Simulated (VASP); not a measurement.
Crystal: WCl2F2.

```xyz
5
Lattice="4.2932 0.0000 0.0000 0.0000 4.2932 0.0000 0.0000 0.0000 5.8236" Properties=species:S:1:pos:R:3 pbc="T T T"
W     0.0000    0.0000    0.0000
Cl    0.0000    2.1466    2.9118
Cl    2.1466    0.0000    2.9118
F     2.1466    2.1466    1.3977
F     2.1466    2.1466    4.4259
```

The cell was generated, and may not be a known phase.

```yaml
Program: VASP 6.6.1
Task: relaxation of cell and atoms
Functional: PBE
Potentials_or_basis: VASP PAW PBE potentials, release 64 (W_sv, Cl, F)
Cutoff: 600 eV
k_mesh: 4 × 4 × 4
Occupations: gaussian, width 0.1 eV
Spin: collinear spin
Starting_moments: "[2.25, 0.0, 0.0, 0.04, 0.04] μB"
```

At the start: pressure -5.6 GPa; volume 21.47 Å³/atom.

Where does the relaxation end?

Over 40 steps the energy falls by 486.4 meV/atom and the volume is 16.26 Å³/atom (-24.2 %); space group P4/mmm (No. 123, to 0.1 Å) before and after; moment 2.80 μB per cell.

The path:
```csv
step,energy change (eV),largest force (eV/Å),pressure (GPa),volume (Å³)
1,0.0000,1.0701,-5.60,107.34
2,-0.5190,1.2313,-4.12,96.08
3,-0.0194,0.9507,22.43,66.81
4,-0.7740,1.3360,-0.96,87.20
5,-0.8504,1.0367,4.90,78.36
6,-0.8649,1.1876,2.67,81.01
7,-0.9783,0.3678,2.94,80.68
8,-0.9892,0.0300,2.60,80.77
9,-1.0177,0.0401,-0.16,84.62
10,-1.0178,0.0364,-0.04,84.40
11,-1.0194,0.0238,-0.04,84.46
12,-1.0226,0.1783,0.01,84.63
13,-1.0333,0.2646,0.35,84.92
14,-1.1561,0.6182,0.91,85.29
15,-1.6285,5.7026,25.13,85.19
16,-1.2536,0.8896,0.82,85.39
17,-1.3105,1.1136,1.35,85.36
18,-1.3431,0.9819,1.59,85.29
19,-1.3625,1.0709,1.81,85.25
20,-1.3718,1.1357,1.94,85.22
21,-1.3903,1.0287,1.61,85.43
22,-1.4390,0.7613,0.83,86.05
23,-1.5125,0.5230,-0.57,87.29
24,-1.6026,0.2575,-2.75,89.76
25,-1.5862,0.2213,-6.13,94.63
26,-1.5906,0.1504,-5.34,92.06
27,-1.6580,0.1364,-4.45,91.63
28,-1.7579,0.1329,-4.56,90.49
29,-1.9582,0.9984,-3.88,88.03
30,-1.8104,3.8833,2.82,82.35
31,-2.0973,0.9751,-3.82,86.91
32,-2.2415,2.0327,-2.52,84.71
33,-2.2336,1.4814,-3.43,85.36
34,-2.2428,1.7079,-3.04,85.05
35,-2.3759,1.3325,-0.96,82.61
36,-2.3806,1.1767,-0.33,82.05
37,-2.4251,0.0084,-0.39,81.73
38,-2.4257,0.1609,-0.36,81.69
39,-2.4311,0.0272,-0.35,81.45
40,-2.4318,0.0386,-0.29,81.32
```

Final structure:
```
W Cl F
1.0
     4.92329    0.00000    0.00000
     0.00000    4.92329    0.00000
     0.00000    0.00000    3.35511
W Cl F
1 2 2
Direct
  0.00000 0.00000 0.00000
  0.00000 0.50000 0.50000
  0.50000 0.00000 0.50000
  0.50000 0.50000 0.24551
  0.50000 0.50000 0.75449
```

Caveat: the k points lie up to 0.47 Å⁻¹ apart in the final cell; the volume moved by over 15 % at a fixed basis, so the end points are rough.
